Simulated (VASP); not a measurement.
Write the native input for VASP 6.6.1 that does the following.

- Task: single point
- Functional: r2SCAN
- Potentials or basis: VASP PAW PBE potentials, release 64 (Al, Ga_d, N)
- Cutoff: 520 eV
- k mesh: 8 × 8 × 6
- Occupations: gaussian, width 0.02 eV
- Spin: no spin polarisation
- Dipole correction: no
- Further INCAR settings: ALGO = Normal; EDIFF = 1e-06; NBANDS = 21

Crystal: AlGaN2.

```
CELL_PARAMETERS angstrom
3.11405 0.00000 0.00000
0.00000 3.11405 0.00000
0.00000 0.00000 4.38720
ATOMIC_POSITIONS crystal
Al 0.50000 0.50000 0.50000
Ga 0.00000 0.00000 0.00000
N 0.50000 0.00000 0.73905
N 0.00000 0.50000 0.26095
```

One way to write it, as run:

POSCAR

```
AlGaN2
1.0
    3.1140499892      0.0000000000      0.0000000000
    0.0000000000      3.1140499892      0.0000000000
    0.0000000000      0.0000000000      4.3872047749
Al Ga N
1 1 2
Direct
    0.5000000000      0.5000000000      0.5000000000
    0.0000000000      0.0000000000      0.0000000000
    0.5000000000      0.0000000000      0.7390533150
    0.0000000000      0.5000000000      0.2609466850
```

INCAR.step1

```
PREC = Accurate ; ENCUT = 520
ISMEAR = 0 ; SIGMA = 0.02
LREAL = False ; LASPH = True
NELM = 100 ; NBANDS = 21
GGA = PE ; ALGO = Normal
EDIFF = 1E-4 ; LWAVE = True
LCHARG = False
```

INCAR.step2

```
PREC = Accurate ; ENCUT = 520
EDIFF = 1E-6 ; ISMEAR = 0
SIGMA = 0.02 ; LREAL = False
LASPH = True ; NELM = 100
ALGO = Normal ; ISIF = 2
LWAVE = False ; LCHARG = True
METAGGA = R2SCAN ; LMIXTAU = True
LELF = True ; LVHAR = True
NBANDS = 21 ; ISTART = 1
```

KPOINTS

```
regular mesh
0
Gamma
  8 8 6
```

Potentials or basis: VASP PAW PBE potentials, release 64 (Al, Ga_d, N).

The run is started by

```bash
$ cat potpaw_PBE.64/Al/POTCAR potpaw_PBE.64/Ga_d/POTCAR potpaw_PBE.64/N/POTCAR > POTCAR
$ cp INCAR.step1 INCAR
$ mpirun -np 1 vasp_std > vasp.out
$ cp INCAR.step2 INCAR
$ mpirun -np 1 vasp_std > vasp.out
```

Results of the run:

```yaml
Pressure: 5.5 GPa
Largest_force: 0.095 eV/Å
Band_gap_on_the_k_mesh: 3.56 eV
```

Caveat: the cell stands under pressure; the PAW data sets were made with another functional, which shifts forces and pressure a little.

Run time: 77 s on 1 thread of Intel(R) Xeon(R) 6975P-C (Granite Rapids) (shared host), peak memory 0.2 GiB.
